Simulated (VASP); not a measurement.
# Cu (Cmcm) in VASP: notebook, part 2 of 2

VASP 6.6.1. The steps go on from the part before.

### Step 3. Single point, PBEsol (strain +0.080 along x and y, -0.080 along z)

File INCAR:

```
PREC = Accurate
ENCUT = 520
EDIFF = 1E-7
ISMEAR = 0
SIGMA = 0.15
LREAL = F
LASPH = T
NELM = 60
ALGO = Fast
ISIF = 2
LWAVE = F
LCHARG = F
GGA = PS
NBANDS = 18
```

File KPOINTS:

```
regular mesh
0
Gamma
  20 20 20
```

File POSCAR:

```
Cu
1.0
    1.3159407852     -4.2944882512      0.0000000000
    1.3159407852      4.2944882512      0.0000000000
    0.0000000000      0.0000000000      2.2774558816
Cu
2
Direct
    0.1338666500      0.8661333500      0.2500000000
    0.8661333500      0.1338666500      0.7500000000
```

Potentials or basis: VASP PAW PBE potentials, release 64 (Cu).

The run is started by

```bash
> cat potpaw_PBE.64/Cu/POTCAR > POTCAR
> mpirun -np 1 vasp_std > vasp.out
```

Wall time 22 min (1 thread of Intel Xeon 8259CL, shared host); peak memory 0.56 GiB.

The run converged. Its results:

| Item | Value |
| --- | --- |
| Free energy | -7.9812 eV |
| Pressure | -4.1 GPa |
| Largest force | 0.127 eV/Å |
| Band gap on the k mesh | zero (bands 11 and 12 overlap by 5.82 eV) |

Forces in eV/Å, atoms in the order of the input:
```
Cu   0.000 -0.127  0.000
Cu   0.000  0.127  0.000
```

Stress tensor (GPa, compression positive):
```
-17.97   0.00   0.00
  0.00 -13.82   0.00
  0.00   0.00  19.47
```

Levels at points of the mesh, in eV from the Fermi level:
```csv
k point,band 8,band 9,band 10,band 11,band 12,band 13,band 14,band 15
"(0.00, 0.00, 0.00)",-2.07,-1.59,-1.51,-1.37,-0.69,3.32,14.72,15.65
"(0.50, 0.00, 0.00)",-2.00,-1.73,-1.49,-0.88,0.39,1.40,5.14,10.24
"(0.50, 0.50, 0.00)",-1.82,-1.82,-1.64,-1.58,-1.46,10.94,12.36,12.56
"(0.00, 0.00, 0.50)",-2.81,-1.82,-1.82,0.97,0.97,8.40,8.40,9.34
"(0.50, 0.00, 0.50)",-1.81,-1.11,-1.11,4.09,4.09,7.71,7.71,9.67
"(0.50, 0.50, 0.50)",-1.97,-1.38,-1.38,0.11,0.11,4.82,4.82,16.42
```

Caveat: the cell differs from its parent crystal (strain +0.080 along x and y, -0.080 along z); the stress differs along the axes, from -18 to 19 GPa; the PAW data sets were made with another functional, which shifts forces and pressure a little.

### Step 4. Single point, PBEsol (strain +0.040 along x and y, +0.000 along z)

File INCAR:

```
SYSTEM = Cu
ALGO = Fast ; EDIFF = 1E-6
ENCUT = 520 ; GGA = PS
ISIF = 2 ; ISMEAR = 0
LASPH = .TRUE. ; LCHARG = .TRUE.
LELF = .TRUE. ; LREAL = .FALSE.
LVHAR = .TRUE. ; LWAVE = .FALSE.
NBANDS = 18 ; NELM = 100
PREC = Accurate ; SIGMA = 0.15
```

File KPOINTS:

```
k-points
0
G
  20 20 20
  0 0 0
```

File POSCAR:

```
Cu
1.0
    1.2672022376     -4.1354331308      0.0000000000
    1.2672022376      4.1354331308      0.0000000000
    0.0000000000      0.0000000000      2.4754955235
Cu
2
Direct
    0.1338666500      0.8661333500      0.2500000000
    0.8661333500      0.1338666500      0.7500000000
```

Potentials or basis: VASP PAW PBE potentials, release 64 (Cu).

The run is started by

```bash
> cat potpaw_PBE.64/Cu/POTCAR > POTCAR
> mpirun -np 1 vasp_std > vasp.out
```

OUTCAR:

```text
SYSTEM = Cu
   EDIFF = 1E-6
   ENCUT = 520
   GGA = PS
   ISIF = 2
   ISMEAR = 0
   LASPH = .TRUE.
   LREAL = .FALSE.
   NELM = 100
   PREC = Accurate

 ion  position               nearest neighbor table
   1  0.134  0.866  0.250-   2 2.54   2 2.54   2 2.61   2 2.61   2 2.61   2 2.61
   2  0.866  0.134  0.750-   1 2.54   1 2.54   1 2.61   1 2.61   1 2.61   1 2.61

  LATTYP: Found a base centered orthorhombic cell.
 ALAT       =     2.5344044752
 B/A-ratio  =     3.2634357864
 C/A-ratio  =     0.9767562943

  Lattice vectors:

[... 195 lines left out ...]
      6       3.6340      2.00000
[... 481 lines left out ...]
      5       3.3474      2.00000
      6       3.8208      2.00000
[... 10 lines left out ...]
     17      25.7267      0.00000
     18      27.6977      0.00000

 [... further k-points ...]
[... 5 lines left out ...]
  --------------------------------------------------------------------------------------
  -------------------------------------------------------------------------------------
  Total       -1.9580700     -1.8384035     -0.9506340      0.0000000      0.0000000      0.0000000
  in kB     -120.9148715   -113.5252166    -58.7036136      0.0000000      0.0000000      0.0000000
  external PRESSURE =     -97.7145673 kB  Pullay stress =       0.0000000 kB

 VOLUME and BASIS-vectors are now :
 -----------------------------------------------------------------------------
  energy-cutoff  :      520.00
  volume of cell :       25.95
      direct lattice vectors                 reciprocal lattice vectors
     1.267202238 -4.135433131  0.000000000     0.394570010 -0.120906320  0.000000000
     1.267202238  4.135433131  0.000000000     0.394570010  0.120906320  0.000000000
     0.000000000  0.000000000  2.475495523     0.000000000  0.000000000  0.403959527

 POSITION                                       TOTAL-FORCE (eV/Angst)
 -----------------------------------------------------------------------------------
      1.26720      3.02824      0.61887         0.000000     -0.098732     -0.000000
      1.26720     -3.02824      1.85662         0.000000      0.098732      0.000000
 -----------------------------------------------------------------------------------
    total drift:                                0.000000      0.000000      0.000000

  FREE ENERGIE OF THE ION-ELECTRON SYSTEM (eV)
  ---------------------------------------------------
  free  energy   TOTEN  =        -8.2213562649 eV

  energy  without entropy=       -8.2141800810  energy(sigma->0) =       -8.21776817
```

It took 15 min on 1 thread of Intel Xeon 8259CL, shared host; peak memory 0.54 GiB.

Results:

| Item | Value |
| --- | --- |
| Free energy | -8.2214 eV |
| Pressure | -9.8 GPa |
| Largest force | 0.099 eV/Å |
| Band gap on the k mesh | zero (bands 11 and 12 overlap by 5.47 eV) |

Forces in eV/Å, atoms in the order of the input:
```
Cu   0.000 -0.099  0.000
Cu   0.000  0.099  0.000
```

Caveat: the cell differs from its parent crystal (strain +0.040 along x and y, +0.000 along z); the stress differs along the axes, from -12 to -6 GPa; the PAW data sets were made with another functional, which shifts forces and pressure a little.

### Step 5. Summary

```csv
cell,further INCAR settings,gap on the mesh (eV),pressure (GPa),largest force (eV/Å)
"a = 4.159, b = 4.159, c = 2.575 Å, angles 90.0, 90.0, 145.9°, 2 atoms",ALGO = Fast; EDIFF = 1e-06; NBANDS = 18,none,-5.8,0.04
"a = 4.492, b = 4.492, c = 2.277 Å, angles 90.0, 90.0, 145.9°, 2 atoms",ALGO = Fast; EDIFF = 1e-07; NBANDS = 18,none,-4.1,0.13
"a = 4.325, b = 4.325, c = 2.475 Å, angles 90.0, 90.0, 145.9°, 2 atoms",ALGO = Fast; EDIFF = 1e-06; NBANDS = 18,none,-9.8,0.10
```

Alike in all rows: task single point; level PBEsol; potentials or basis VASP PAW PBE potentials, release 64 (Cu); no spin polarisation; k mesh 20 × 20 × 20; cutoff (eV) 520; smearing gaussian 0.15 eV.

Caveats: the PAW data sets were made with another functional, which shifts forces and pressure a little; the stress differs along the axes, from -9 to -2 GPa (at least some runs); the stress differs along the axes, from -18 to 19 GPa (at least some runs); the stress differs along the axes, from -12 to -6 GPa (at least some runs).

Absolute energies hang on the potentials; compare differences alone.
